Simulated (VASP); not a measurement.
# CdS (Hawleyite) (F-43m) in VASP: a series of runs, part 2 of 2

VASP 6.6.1.

## 3. Single point, PBE

This run uses another cell than the first one, of 24.81 Å³/atom, 1.031 times its volume.

The input, INCAR:

```
ALGO = Normal ; EDIFF = 1E-7
ENCUT = 520 ; GGA = PE
ISIF = 2 ; ISMEAR = 0
LASPH = T ; LCHARG = T
LELF = T ; LREAL = F
LVHAR = T ; LWAVE = F
NBANDS = 16 ; NELM = 80
PREC = Accurate ; SIGMA = 0.02
```

The input, KPOINTS:

```
k-points
0
Gamma
  12 12 12
```

The input, POSCAR:

```
CdS
1.0
    0.0000000000      2.9165000000      2.9165000000
    2.9165000000      0.0000000000      2.9165000000
    2.9165000000      2.9165000000      0.0000000000
Cd S
1 1
Direct
    0.0000000000      0.0000000000      0.0000000000
    0.7500000000      0.7500000000      0.7500000000
```

Potentials or basis: VASP PAW PBE potentials, release 64 (Cd, S).

Started as:

```console
> cat potpaw_PBE.64/Cd/POTCAR potpaw_PBE.64/S/POTCAR > POTCAR
> mpirun -np 1 vasp_std > vasp.out
```

OUTCAR:

```text
EDIFF = 1E-7
   ENCUT = 520
   GGA = PE
   ISIF = 2
   ISMEAR = 0
   LASPH = T
   LREAL = F
   NELM = 80
   PREC = Accurate

 ion  position               nearest neighbor table
   1  0.000  0.000  0.000-   2 2.53   2 2.53   2 2.53   2 2.53
   2  0.750  0.750  0.750-   1 2.53   1 2.53   1 2.53   1 2.53

  LATTYP: Found a face centered cubic cell.
 ALAT       =     5.8330000000

  Lattice vectors:

 A1 = (   0.0000000000,   2.9165000000,   2.9165000000)
 A2 = (   2.9165000000,   0.0000000000,   2.9165000000)
 A3 = (   2.9165000000,   2.9165000000,   0.0000000000)

Analysis of symmetry for initial positions (statically):
=====================================================================
 Subroutine PRICEL returns:
 Original cell was already a primitive cell.

 Routine SETGRP: Setting up the symmetry group for a
 face centered cubic supercell.

 Subroutine GETGRP returns: Found 24 space group operations
 (whereof 24 operations were pure point group operations)
 out of a pool of 48 trial point group operations.

The static configuration has the point symmetry T_d .

Analysis of symmetry for dynamics (positions and initial velocities):
=====================================================================
 Subroutine PRICEL returns:
 Original cell was already a primitive cell.

 Routine SETGRP: Setting up the symmetry group for a
 face centered cubic supercell.

 Subroutine GETGRP returns: Found 24 space group operations
 (whereof 24 operations were pure point group operations)
 out of a pool of 48 trial point group operations.

The dynamic configuration has the point symmetry T_d .

 Subroutine INISYM returns: Found 24 space group operations
 (whereof 24 operations are pure point group operations),
 and found     1 'primitive' translations

----------------------------------------------------------------------------------------

                                     Primitive cell

  volume of cell :      49.6153

  direct lattice vectors                    reciprocal lattice vectors
     0.000000000  2.916500000  2.916500000    -0.171438368  0.171438368  0.171438368
     2.916500000  0.000000000  2.916500000     0.171438368 -0.171438368  0.171438368
     2.916500000  2.916500000  0.000000000     0.171438368  0.171438368 -0.171438368

  length of vectors
     4.124553855  4.124553855  4.124553855     0.296939964  0.296939964  0.296939964

  position of ions in fractional coordinates (direct lattice)
     0.000000000  0.000000000  0.000000000
     0.750000000  0.750000000  0.750000000

  ion indices of the primitive-cell ions
   primitive index   ion index
                 1           1
                 2           2

----------------------------------------------------------------------------------------

 KPOINTS: k-points

Automatic generation of k-mesh.
 Grid dimensions read from file:
 generate k-points for:   12   12   12

 Generating k-lattice:

  Cartesian coordinates                     Fractional coordinates (reciprocal lattice)
    -0.014286531  0.014286531  0.014286531     0.083333333  0.000000000  0.000000000
     0.014286531 -0.014286531  0.014286531     0.000000000  0.083333333  0.000000000
     0.014286531  0.014286531 -0.014286531     0.000000000  0.000000000  0.083333333

  Length of vectors
     0.024744997  0.024744997  0.024744997

  Shift w.r.t. Gamma in fractional coordinates (k-lattice)
     0.000000000  0.000000000  0.000000000

 Subroutine IBZKPT returns following result:
 ===========================================

 Found     72 irreducible k-points:

 Following reciprocal coordinates:
            Coordinates               Weight
  0.000000  0.000000  0.000000      1.000000
  0.083333  0.000000  0.000000      8.000000
  0.166667  0.000000  0.000000      8.000000
  0.250000  0.000000  0.000000      8.000000
  0.333333  0.000000  0.000000      8.000000
  0.416667  0.000000  0.000000      8.000000
[... 16 lines left out ...]
  0.500000  0.166667  0.000000     24.000000
 -0.416667  0.166667  0.000000     24.000000
 [... further k-points ...]
   k-points           NKPTS =     72   k-points in BZ     NKDIM =     72   number of bands    NBANDS=     16
   number of dos      NEDOS =    301   number of ions     NIONS =      2
   total plane-waves  NPLWV =  32768
   dimension x,y,z NGX =    32 NGY =   32 NGZ =   32
   dimension x,y,z NGXF=    64 NGYF=   64 NGZF=   64
   ions per type =               1   1
   NGX,Y,Z   is equivalent  to a cutoff of  12.90, 12.90, 12.90 a.u.
   NGXF,Y,Z  is equivalent  to a cutoff of  25.80, 25.80, 25.80 a.u.
 SYSTEM =  unknown system
   PREC   = accura    normal or accurate (medium, high low for compatibility)
   ISTART =      0    job   : 0-new  1-cont  2-samecut
   ICHARG =      2    charge: 1-file 2-atom 10-const
   ISPIN  =      1    spin polarized calculation?
   LNONCOLLINEAR =      F non collinear calculations
   LSORBIT =      F    spin-orbit coupling
   LASPH  =      T    aspherical Exc in radial PAW
   ENCUT  =  520.0 eV  38.22 Ry    6.18 a.u.   7.67  7.67  7.67*2*pi/ulx,y,z
   NELM   =     80;   NELMIN=  2; NELMDL= -5     # of ELM steps
   EDIFF  = 0.1E-06   stopping-criterion for ELM
   LREAL  =      F    real-space projection
   EDIFFG = 0.1E-05   stopping-criterion for IOM
   NSW    =      0    number of steps for IOM
   IBRION =     -1    ionic relax: 0-MD 1-quasi-New 2-CG
   NFREE  =      0    steps in history (QN), initial steepest desc. (CG)
   ISIF   =      2    stress and relaxation
   ISYM   =      2    0-nonsym 1-usesym 2-fastsym
   POTIM  = 0.5000    time-step for ionic-motion
   TEBEG  =    0.0;   TEEND  =   0.0 temperature during run
   PSTRESS=    0.0 pullay stress
   NELECT =      18.0000    total number of electrons
   NUPDOWN=      -1.0000    fix difference up-down
   EMIN   =  10.00;   EMAX   =-10.00  energy-range for DOS
   EFERMI =   0.00;   METHOD = LEGACY
   ISMEAR =     0;   SIGMA  =   0.02  broadening in eV -4-tet -1-fermi 0-gaus
   EFERMI_NEDOS =   21; number of points for ismear=-14 and -15
   IALGO  =     38    algorithm
   IMIX   =      4    mixing-type and parameters
     AMIX     =   0.40;   BMIX     =  1.00
     AMIX_MAG =   1.60;   BMIX_MAG =  1.00
  volume/ion in A,a.u.               =      24.81       167.41
  Fermi-wavevector in a.u.,A,eV,Ry     =   1.167599  2.206442 18.548649  1.363287
  Thomas-Fermi vector in A             =   2.304097
   LORBIT       =      0    0 simple, 1 ext, 2 COOP (PROOUT), +10 PAW based schemes
   GGA     = PE    functional components
   LHFCALC =     F    Hartree Fock is set to
   AEXX    =    0.0000 exact exchange contribution
   IVDW    =     0    specifies the selected vdW correction
   LEPSILON=     F    determine dielectric tensor
   LRPA    =     F    only Hartree local field effects (RPA)
 non-spin polarized calculation
 Gauss-broadening in eV      SIGMA  =   0.02
  energy-cutoff  :      520.00
  volume of cell :       49.62
 maximum number of plane-waves:      1363
   NGX = 15   NGY = 15   NGZ = 15

 number of electron      18.0000004 magnetization

 Free energy of the ion-electron system (eV)
  ---------------------------------------------------
  ext. energy  EPLUGINS =         0.00000000
  ---------------------------------------------------
  free energy    TOTEN  =        -6.12157999 eV

  energy without entropy =       -6.12157999  energy(sigma->0) =       -6.12157999

 E-fermi :   1.4465     XC(G=0):  -9.1499

 val. band max:        1.3138892787   @ k =   0.0000   0.0000   0.0000
 cond. band min:       2.4638691820   @ k =   0.0000   0.0000   0.0000
 fundamental gap:      1.1499799033
 Fermi energy:         1.4465314661

 k-point     1 :       0.0000    0.0000    0.0000
  band No.  band energies     occupation
      1     -11.0559      2.00000
      2      -6.4138      2.00000
      3      -6.4138      2.00000
      4      -6.4138      2.00000
      5      -5.9338      2.00000
      6      -5.9338      2.00000
[... 8 lines left out ...]
     15      12.7948      0.00000
     16      12.7948      0.00000

 k-point     2 :       0.0833    0.0000    0.0000
  band No.  band energies     occupation
      1     -11.0276      2.00000
      2      -6.4034      2.00000
      3      -6.4034      2.00000
      4      -6.3907      2.00000
      5      -5.9345      2.00000
      6      -5.9345      2.00000
[... 8 lines left out ...]
     15      12.4453      0.00000
     16      13.1392      0.00000
[... 387 lines left out ...]
      5      -5.8898      2.00000
      6      -5.5367      2.00000
[... 8 lines left out ...]
     15      13.9190      0.00000
     16      14.2097      0.00000

 k-point    24 :      -0.4167    0.1667    0.0000
  band No.  band energies     occupation
      1     -10.5920      2.00000
      2      -6.2683      2.00000
      3      -6.2414      2.00000
      4      -5.9373      2.00000
      5      -5.9075      2.00000
      6      -5.4933      2.00000
[... 8 lines left out ...]
     15      13.0384      0.00000
     16      14.0481      0.00000

 [... further k-points ...]
[... 5 lines left out ...]
  --------------------------------------------------------------------------------------
  -------------------------------------------------------------------------------------
  Total        0.9937319      0.9937319      0.9937319      0.0000000      0.0000000      0.0000000
  in kB       32.0895671     32.0895671     32.0895671      0.0000000      0.0000000      0.0000000
  external PRESSURE =      32.0895671 kB  Pullay stress =       0.0000000 kB

 VOLUME and BASIS-vectors are now :
 -----------------------------------------------------------------------------
  energy-cutoff  :      520.00
  volume of cell :       49.62
      direct lattice vectors                 reciprocal lattice vectors
     0.000000000  2.916500000  2.916500000    -0.171438368  0.171438368  0.171438368
     2.916500000  0.000000000  2.916500000     0.171438368 -0.171438368  0.171438368
     2.916500000  2.916500000  0.000000000     0.171438368  0.171438368 -0.171438368

 POSITION                                       TOTAL-FORCE (eV/Angst)
 -----------------------------------------------------------------------------------
      0.00000      0.00000      0.00000        -0.000000     -0.000000      0.000000
      4.37475      4.37475      4.37475         0.000000      0.000000     -0.000000
 -----------------------------------------------------------------------------------
    total drift:                                0.000000      0.000000      0.000000

  FREE ENERGIE OF THE ION-ELECTRON SYSTEM (eV)
  ---------------------------------------------------
  free  energy   TOTEN  =        -6.1215799887 eV

  energy  without entropy=       -6.1215799887  energy(sigma->0) =       -6.12157999
```

stdout:

```text
POSCAR found type information on POSCAR CdS
 POSCAR found :  2 types and       2 ions
 scaLAPACK will be used
 LDA part: xc-table for (Slater+PW92), standard interpolation
 POSCAR, INCAR and KPOINTS ok, starting setup
 FFT: planning ... GRIDC
 FFT: planning ... GRID_SOFT
 FFT: planning ... GRID
 WAVECAR not read
 entering main loop
```

Run time: 35 s. Hardware: 1 thread of AMD EPYC 9R45 (Zen 5), shared host; peak memory 0.18 GiB.

What came out:

* Free energy: -6.1216 eV
* Pressure: 3.2 GPa
* Band gap on the k mesh: 1.15 eV, direct

Levels at points of the mesh, in eV from the valence-band top:
| k point | band 7 | band 8 | band 9 | band 10 | band 11 | band 12 |
| --- | --- | --- | --- | --- | --- | --- |
| (0.00, 0.00, 0.00) | 0.00 | 0.00 | 0.00 | 1.15 | 6.55 | 6.55 |
| (0.50, 0.00, 0.00) | -4.40 | -0.75 | -0.75 | 3.02 | 7.01 | 7.01 |
| (0.50, 0.50, 0.00) | -3.95 | -1.88 | -1.88 | 3.55 | 4.35 | 9.23 |

A k mesh can miss the band edges.
